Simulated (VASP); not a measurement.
# Pt (Fmmm) in VASP: further runs

Pt is run at these levels: PBEsol; tasks: single point.

Program: VASP 6.6.1. These are calculated values, not measurements. Logs are shortened: lines on timing, memory, paths and dates and some standing lists are left out, and cuts for length are marked.

### Step 1. The cell of the first run

The structure is orthorhombic, space group Fmmm (No. 69). The conventional cell has a = 3.168 Å, b = 4.442 Å, c = 4.520 Å, α = 90.00°, β = 90.00°, γ = 90.00°. Within 3.6 Å of Pt (site symmetry mmm) lie 14 Pt at 2.73 to 3.17 Å.

This isn't the form of Pt at room conditions, which is fcc.

### Step 2. Single point, PBEsol (strain +0.0175 x Voigt [0, 0, 0, 0, 0, 1])

INCAR

```
PREC = Accurate
ENCUT = 520
EDIFF = 1E-6
ISMEAR = 0
SIGMA = 0.15
LREAL = False
LASPH = True
NELM = 100
ALGO = Fast
ISIF = 2
LWAVE = False
LCHARG = False
GGA = PS
NBANDS = 11
```

KPOINTS

```
Automatic mesh
0
Gamma
  22 22 22
```

POSCAR

```
Pt
1.0
   -1.5703580750      1.5703580750      1.5842200000
    1.5703580750     -1.5703580750      1.5842200000
    1.5980819250      1.5980819250     -1.5842200000
Pt
1
Direct
    0.0000000000      0.0000000000      0.0000000000
```

Potentials or basis: VASP PAW PBE potentials, release 64 (Pt).

The run is started by

```console
$ cat potpaw_PBE.64/Pt/POTCAR > POTCAR
$ mpirun -np 1 vasp_std > vasp.out
```

OUTCAR:

```text
PREC = Accurate
   ENCUT = 520
   EDIFF = 1E-6
   ISMEAR = 0
   LREAL = False
   LASPH = True
   NELM = 100
   ISIF = 2
   GGA = PS

 ion  position               nearest neighbor table
   1  0.000  0.000  0.000-

  LATTYP: Found a face centered orthorhombic cell.
 ALAT       =     3.1684400000
 B/A-ratio  =     1.4018391937
 C/A-ratio  =     1.4265879310

  Lattice vectors:

 A1 = (   3.1684400000,   0.0277238500,   0.0000000000)
 A2 = (   1.5980819250,   1.5980819250,   1.5842200000)
 A3 = (   1.5703580750,  -1.5703580750,   1.5842200000)

Analysis of symmetry for initial positions (statically):
=====================================================================
 Subroutine PRICEL returns:
 Original cell was already a primitive cell.

 Routine SETGRP: Setting up the symmetry group for a
 face centered orthorhombic supercell.

 Subroutine GETGRP returns: Found  8 space group operations
 (whereof  8 operations were pure point group operations)
 out of a pool of  8 trial point group operations.

The static configuration has the point symmetry D_2h.

Analysis of symmetry for dynamics (positions and initial velocities):
=====================================================================
 Subroutine PRICEL returns:
 Original cell was already a primitive cell.

 Routine SETGRP: Setting up the symmetry group for a
 face centered orthorhombic supercell.

 Subroutine GETGRP returns: Found  8 space group operations
 (whereof  8 operations were pure point group operations)
 out of a pool of  8 trial point group operations.

The dynamic configuration has the point symmetry D_2h.

 Subroutine INISYM returns: Found  8 space group operations
 (whereof  8 operations are pure point group operations),
 and found     1 'primitive' translations

----------------------------------------------------------------------------------------

                                     Primitive cell

  volume of cell :      15.9028

  direct lattice vectors                    reciprocal lattice vectors
    -1.570358075  1.570358075  1.584220000    -0.002761823  0.315636897  0.315612731
     1.570358075 -1.570358075  1.584220000     0.315636897 -0.002761823  0.315612731
     1.598081925  1.598081925 -1.584220000     0.312875074  0.312875074  0.000000000

  length of vectors
     2.727966638  2.727966638  2.759979110     0.446369436  0.446369436  0.442472172

  position of ions in fractional coordinates (direct lattice)
     0.000000000  0.000000000  0.000000000

  ion indices of the primitive-cell ions
   primitive index   ion index
                 1           1

----------------------------------------------------------------------------------------

 KPOINTS: Automatic mesh

Automatic generation of k-mesh.
 Grid dimensions read from file:
 generate k-points for:   22   22   22

 Generating k-lattice:

  Cartesian coordinates                     Fractional coordinates (reciprocal lattice)
    -0.000125537  0.014347132  0.014346033     0.045454545 -0.000000000  0.000000000
     0.014347132 -0.000125537  0.014346033    -0.000000000  0.045454545  0.000000000
     0.014221594  0.014221594  0.000000000     0.000000000  0.000000000  0.045454545

  Length of vectors
     0.020289520  0.020289520  0.020112371

  Shift w.r.t. Gamma in fractional coordinates (k-lattice)
     0.000000000  0.000000000  0.000000000

 Subroutine IBZKPT returns following result:
 ===========================================

 Found   1530 irreducible k-points:

 Following reciprocal coordinates:
            Coordinates               Weight
  0.000000  0.000000  0.000000      1.000000
  0.045455 -0.000000  0.000000      8.000000
  0.090909 -0.000000  0.000000      8.000000
  0.136364 -0.000000  0.000000      8.000000
  0.181818 -0.000000  0.000000      8.000000
  0.227273  0.000000 -0.000000      8.000000
[... 16 lines left out ...]
  0.500000  0.045455  0.000000      8.000000
 -0.454545  0.045455  0.000000      8.000000
 [... further k-points ...]
   k-points           NKPTS =   1530   k-points in BZ     NKDIM =   1530   number of bands    NBANDS=     11
   number of dos      NEDOS =    301   number of ions     NIONS =      1
   total plane-waves  NPLWV =   9600
   dimension x,y,z NGX =    20 NGY =   20 NGZ =   24
   dimension x,y,z NGXF=    40 NGYF=   40 NGZF=   48
   ions per type =               1
   NGX,Y,Z   is equivalent  to a cutoff of  12.19, 12.19, 14.46 a.u.
   NGXF,Y,Z  is equivalent  to a cutoff of  24.38, 24.38, 28.91 a.u.
 SYSTEM =  unknown system
   PREC   = accura    normal or accurate (medium, high low for compatibility)
   ISTART =      0    job   : 0-new  1-cont  2-samecut
   ICHARG =      2    charge: 1-file 2-atom 10-const
   ISPIN  =      1    spin polarized calculation?
   LNONCOLLINEAR =      F non collinear calculations
   LSORBIT =      F    spin-orbit coupling
   LASPH  =      T    aspherical Exc in radial PAW
   ENCUT  =  520.0 eV  38.22 Ry    6.18 a.u.   5.07  5.07  5.13*2*pi/ulx,y,z
   NELM   =    100;   NELMIN=  2; NELMDL= -5     # of ELM steps
   EDIFF  = 0.1E-05   stopping-criterion for ELM
   LREAL  =      F    real-space projection
   EDIFFG = 0.1E-04   stopping-criterion for IOM
   NSW    =      0    number of steps for IOM
   IBRION =     -1    ionic relax: 0-MD 1-quasi-New 2-CG
   NFREE  =      0    steps in history (QN), initial steepest desc. (CG)
   ISIF   =      2    stress and relaxation
   ISYM   =      2    0-nonsym 1-usesym 2-fastsym
   POTIM  = 0.5000    time-step for ionic-motion
   TEBEG  =    0.0;   TEEND  =   0.0 temperature during run
   PSTRESS=    0.0 pullay stress
   NELECT =      10.0000    total number of electrons
   NUPDOWN=      -1.0000    fix difference up-down
   EMIN   =  10.00;   EMAX   =-10.00  energy-range for DOS
   EFERMI =   0.00;   METHOD = LEGACY
   ISMEAR =     0;   SIGMA  =   0.15  broadening in eV -4-tet -1-fermi 0-gaus
   EFERMI_NEDOS =   21; number of points for ismear=-14 and -15
   IALGO  =     68    algorithm
   IMIX   =      4    mixing-type and parameters
     AMIX     =   0.40;   BMIX     =  1.00
     AMIX_MAG =   1.60;   BMIX_MAG =  1.00
  volume/ion in A,a.u.               =      15.90       107.32
  Fermi-wavevector in a.u.,A,eV,Ry     =   1.402546  2.650427 26.764498  1.967135
  Thomas-Fermi vector in A             =   2.525297
   LORBIT       =      0    0 simple, 1 ext, 2 COOP (PROOUT), +10 PAW based schemes
   GGA     = PS    functional components
   LHFCALC =     F    Hartree Fock is set to
   AEXX    =    0.0000 exact exchange contribution
   IVDW    =     0    specifies the selected vdW correction
   LEPSILON=     F    determine dielectric tensor
   LRPA    =     F    only Hartree local field effects (RPA)
 non-spin polarized calculation
 RMM-DIIS sequential band-by-band and
 Gauss-broadening in eV      SIGMA  =   0.15
  energy-cutoff  :      520.00
  volume of cell :       15.90
 maximum number of plane-waves:       442
   NGX = 11   NGY = 11   NGZ = 11

 number of electron      10.0000000 magnetization

 number of electron       9.9999999 magnetization

 Free energy of the ion-electron system (eV)
  ---------------------------------------------------
  ext. energy  EPLUGINS =         0.00000000
  ---------------------------------------------------
  free energy    TOTEN  =        -6.82734517 eV

  energy without entropy =       -6.81404461  energy(sigma->0) =       -6.82069489

 E-fermi :   9.8852     XC(G=0): -13.3086

 val. band max:        9.8819385582   @ k =  -0.3636   0.5000   0.1364
 cond. band min:       9.8852454855   @ k =  -0.0909   0.1818   0.3636
 fundamental gap:      0.0033069272
 Fermi energy:         9.8851742483

 k-point     1 :       0.0000    0.0000    0.0000
  band No.  band energies     occupation
      1       0.4065      2.00000
      2       6.3264      2.00000
      3       6.4472      2.00000
      4       6.5771      2.00000
      5       8.9409      2.00000
      6       8.9460      2.00000
      7      26.8333      0.00000
      8      26.9912      0.00000
      9      27.1401      0.00000
     10      36.9114      0.00000
     11      36.9288      0.00000

 k-point     2 :       0.0455   -0.0000    0.0000
  band No.  band energies     occupation
      1       0.4905      2.00000
      2       6.3281      2.00000
      3       6.4623      2.00000
      4       6.5945      2.00000
      5       8.8982      2.00000
      6       8.9467      2.00000
      7      26.9193      0.00000
      8      27.0485      0.00000
      9      27.2312      0.00000
     10      35.3626      0.00000
     11      35.8411      0.00000

 k-point     3 :       0.0909   -0.0000    0.0000
  band No.  band energies     occupation
      1       0.7380      2.00000
      2       6.2790      2.00000
      3       6.4663      2.00000
      4       6.7405      2.00000
      5       8.7845      2.00000
      6       8.9533      2.00000
      7      27.0751      0.00000
      8      27.1857      0.00000
      9      27.5273      0.00000
     10      33.9279      0.00000
     11      34.3401      0.00000

 k-point     4 :       0.1364   -0.0000    0.0000
  band No.  band energies     occupation
      1       1.1344      2.00000
      2       6.1567      2.00000
      3       6.4455      2.00000
      4       7.0488      2.00000
      5       8.6470      2.00000
      6       8.9667      2.00000
      7      27.1065      0.00000
      8      27.1606      0.00000
      9      28.0743      0.00000
     10      32.8951      0.00000
     11      32.9470      0.00000

 k-point     5 :       0.1818   -0.0000    0.0000
  band No.  band energies     occupation
      1       1.6491      2.00000
      2       5.9861      2.00000
      3       6.4212      2.00000
      4       7.4817      2.00000
      5       8.5410      2.00000
      6       8.9894      2.00000
      7      26.5255      0.00000
      8      26.8589      0.00000
      9      28.8408      0.00000
     10      32.1633      0.00000
     11      32.4754      0.00000
[... 211 lines left out ...]
 k-point    21 :       0.4091    0.0455   -0.0000
  band No.  band energies     occupation
      1       3.4397      2.00000
      2       5.1121      2.00000
      3       8.5073      2.00000
      4       8.9601      2.00000
      5       9.5359      1.99901
      6      10.9011      0.00000
      7      17.2325      0.00000
      8      23.4128      0.00000
      9      25.9491      0.00000
     10      33.8081      0.00000
     11      34.2542      0.00000

 k-point    22 :       0.4545    0.0455   -0.0000
  band No.  band energies     occupation
      1       3.4301      2.00000
      2       5.0629      2.00000
      3       8.7189      2.00000
      4       9.0164      2.00000
      5       9.9199      0.74356
      6      11.2970      0.00000
      7      16.2361      0.00000
      8      23.1984      0.00000
      9      25.5009      0.00000
     10      33.8665      0.00000
     11      34.4033      0.00000

 k-point    23 :       0.5000    0.0455    0.0000
  band No.  band energies     occupation
      1       3.4307      2.00000
      2       5.0626      2.00000
      3       8.7147      2.00000
      4       9.0169      2.00000
      5       9.9066      0.84008
      6      11.3281      0.00000
      7      16.2259      0.00000
      8      23.1984      0.00000
      9      25.5021      0.00000
     10      33.8506      0.00000
     11      34.4098      0.00000

 k-point    24 :      -0.4545    0.0455    0.0000
  band No.  band energies     occupation
      1       3.4416      2.00000
      2       5.1114      2.00000
      3       8.4919      2.00000
      4       8.9629      2.00000
      5       9.5193      1.99944
      6      10.9573      0.00000
      7      17.2150      0.00000
      8      23.4133      0.00000
      9      25.9563      0.00000
     10      33.7405      0.00000
     11      34.2667      0.00000

 [... further k-points ...]
[... 5 lines left out ...]
  --------------------------------------------------------------------------------------
  -------------------------------------------------------------------------------------
  Total       -1.1122195     -1.1122195     -1.1068100     -0.2493768      0.0000000     -0.0000000
  in kB     -112.0541309   -112.0541309   -111.5091326    -25.1242693      0.0000000     -0.0000000
  external PRESSURE =    -111.8724648 kB  Pullay stress =       0.0000000 kB

 VOLUME and BASIS-vectors are now :
 -----------------------------------------------------------------------------
  energy-cutoff  :      520.00
  volume of cell :       15.90
      direct lattice vectors                 reciprocal lattice vectors
    -1.570358075  1.570358075  1.584220000    -0.002761823  0.315636897  0.315612731
     1.570358075 -1.570358075  1.584220000     0.315636897 -0.002761823  0.315612731
     1.598081925  1.598081925 -1.584220000     0.312875074  0.312875074  0.000000000

 POSITION                                       TOTAL-FORCE (eV/Angst)
 -----------------------------------------------------------------------------------
      0.00000      0.00000      0.00000         0.000000     -0.000000      0.000000
 -----------------------------------------------------------------------------------
    total drift:                                0.000000     -0.000000      0.000000

  FREE ENERGIE OF THE ION-ELECTRON SYSTEM (eV)
  ---------------------------------------------------
  free  energy   TOTEN  =        -6.8273451663 eV

  energy  without entropy=       -6.8140446091  energy(sigma->0) =       -6.82069489
```

Wall time 95 s (1 thread of Intel Xeon 6975P-C (Granite Rapids), shared host); peak memory 0.36 GiB.

Results:

```
Free energy            : -6.8273 eV
Pressure               : -11.2 GPa
Band gap on the k mesh : zero (bands 5 and 6 overlap by 2.19 eV)
```

Stress tensor (GPa, compression positive):
```
-11.21  -2.51   0.00
 -2.51 -11.21   0.00
  0.00   0.00 -11.15
```

Caveat: the cell differs from its parent crystal (strain +0.0175 x Voigt [0, 0, 0, 0, 0, 1]); the cell stands under tension; the PAW data sets were made with another functional, which shifts forces and pressure a little; spin-orbit coupling is left out, which moves the levels of the heavy elements.

### Step 3. Single point, PBEsol (strain +0.0125 x Voigt [0, 0, 0, 0, 0, 1])

INCAR

```
SYSTEM = Pt
PREC = Accurate
ENCUT = 520
EDIFF = 1E-6
ISMEAR = 0
SIGMA = 0.15
LREAL = .FALSE.
LASPH = .TRUE.
NELM = 60
ALGO = Fast
ISIF = 2
LWAVE = .FALSE.
LCHARG = .FALSE.
GGA = PS
NBANDS = 11
```

KPOINTS

```
Automatic mesh
0
G
  22 22 22
  0 0 0
```

POSCAR

```
Pt
1.0
   -1.5743186250      1.5743186250      1.5842200000
    1.5743186250     -1.5743186250      1.5842200000
    1.5941213750      1.5941213750     -1.5842200000
Pt
1
Direct
    0.0000000000      0.0000000000      0.0000000000
```

Potentials or basis: VASP PAW PBE potentials, release 64 (Pt).

The run is started by

```console
$ cat potpaw_PBE.64/Pt/POTCAR > POTCAR
$ mpirun -np 1 vasp_std > vasp.out
```

It took 74 s on 1 thread of Intel Xeon 6975P-C (Granite Rapids), shared host; peak memory 0.35 GiB.

The run converged. Its results:

```
Free energy            : -6.8284 eV
Pressure               : -11.2 GPa
Band gap on the k mesh : zero (bands 5 and 6 overlap by 2.17 eV)
```

Stress tensor (GPa, compression positive):
```
-11.25  -1.80   0.00
 -1.80 -11.25   0.00
  0.00   0.00 -11.22
```

Levels at points of the mesh, in eV from the Fermi level:
```tsv
k point	band 1	band 2	band 3	band 4	band 5	band 6	band 7	band 8	band 9	band 10
(0.00, 0.00, 0.00)	-9.48	-3.52	-3.44	-3.34	-0.94	-0.94	16.99	17.11	17.21	27.03
(0.50, 0.00, 0.00)	-6.51	-4.85	-1.13	-0.63	0.24	1.06	6.23	13.24	15.78	24.01
(0.50, 0.50, 0.00)	-6.49	-4.80	-1.18	-0.69	0.33	1.11	6.38	13.17	15.68	23.79
(0.00, 0.00, 0.50)	-6.53	-4.89	-1.09	-0.57	0.16	1.01	6.07	13.33	15.86	24.24
(0.50, 0.50, 0.50)	-6.00	-5.99	0.46	0.54	0.62	7.61	7.61	7.62	12.64	18.93
```

Caveat: the cell differs from its parent crystal (strain +0.0125 x Voigt [0, 0, 0, 0, 0, 1]); the cell stands under tension; the PAW data sets were made with another functional, which shifts forces and pressure a little; spin-orbit coupling is left out, which moves the levels of the heavy elements.

(Part 1 of 2 ends here.)
